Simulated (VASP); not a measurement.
Here is a VASP 6.6.1 calculation.

The input INCAR:

```
ALGO = Normal
EDIFF = 1E-6
ENCUT = 520
GGA = PE
ISIF = 2
ISMEAR = 0
ISPIN = 2
LASPH = True
LCHARG = False
LORBIT = 11
LREAL = False
LWAVE = False
MAGMOM = 1 1 1
NBANDS = 17
NELM = 150
PREC = Accurate
SIGMA = 0.1
```

The input KPOINTS:

```
k-points
0
Gamma
  8 8 4
```

POSCAR

```
C
1.0
    2.3450473335      0.0000000000      0.0000000000
    0.0000000000      2.3450473335      0.0000000000
    0.0000000000      0.0000000000      4.7839537311
C
3
Direct
    0.0000000000      0.0000000000      0.5109174255
    0.0000000000      0.0000000000      0.8174645916
    0.5000000000      0.5000000000      0.4656441429
```

Potentials or basis: VASP PAW PBE potentials, release 64 (C).

Run with:

```sh
$ cat potpaw_PBE.64/C/POTCAR > POTCAR
$ mpirun -np 1 vasp_std > vasp.out
```

(1) Predict the largest force.

(2) Predict the band gap on the k mesh.

Answers

(1) 0.075 eV/Å.

(2) zero (filled and empty bands overlap).
